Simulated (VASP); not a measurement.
The system is Fe.

```
CELL_PARAMETERS angstrom
-1.44300 1.44300 1.44300
1.44300 -1.44300 1.44300
1.44300 1.44300 -1.44300
ATOMIC_POSITIONS crystal
Fe 0.00000 0.00000 0.00000
```

```yaml
Program: VASP 6.6.1
Task: relaxation of cell and atoms
Functional: RPBE
Dispersion: D3(BJ)
Potentials_or_basis: VASP PAW PBE potentials, release 64 (Fe)
Cutoff: 600 eV
k_mesh: 13 × 13 × 13
Occupations: fermi-dirac, width 0.05 eV
Spin: collinear spin, ferromagnetic start
Starting_moments: "[3.0] μB"
```

At the start: pressure -26.6 GPa; volume 12.02 Å³/atom.

How do energy, volume and symmetry change on relaxing?

Over 7 steps the energy falls by 179.7 meV/atom and the volume is 10.25 Å³/atom (-14.7 %); space group Im-3m (No. 229, to 0.05 Å); moment 2.02 μB per cell.

Step by step:
| step | energy change (eV) | largest force (eV/Å) | pressure (GPa) | volume (Å³) |
| --- | --- | --- | --- | --- |
| 1 | 0.0000 | 0.0000 | -26.63 | 12.02 |
| 2 | 0.0210 | 0.0000 | 51.96 | 8.87 |
| 3 | -0.1796 | 0.0000 | -0.95 | 10.29 |
| 4 | -0.1797 | 0.0000 | -0.17 | 10.26 |
| 5 | -0.1797 | 0.0000 | 0.68 | 10.23 |
| 6 | -0.1796 | 0.0000 | -0.75 | 10.29 |
| 7 | -0.1797 | 0.0000 | 0.03 | 10.25 |

Final structure:
```
CELL_PARAMETERS angstrom
-1.36854 1.36854 1.36854
1.36854 -1.36854 1.36854
1.36854 1.36854 -1.36854
ATOMIC_POSITIONS crystal
Fe 0.00000 0.00000 0.00000
```

Caveat: the PAW data sets were made with another functional, which shifts forces and pressure a little; the volume moved by -15 % from the deposited cell, more than functionals usually miss; pairwise dispersion overbinds metals, which lowers pressure and volume.
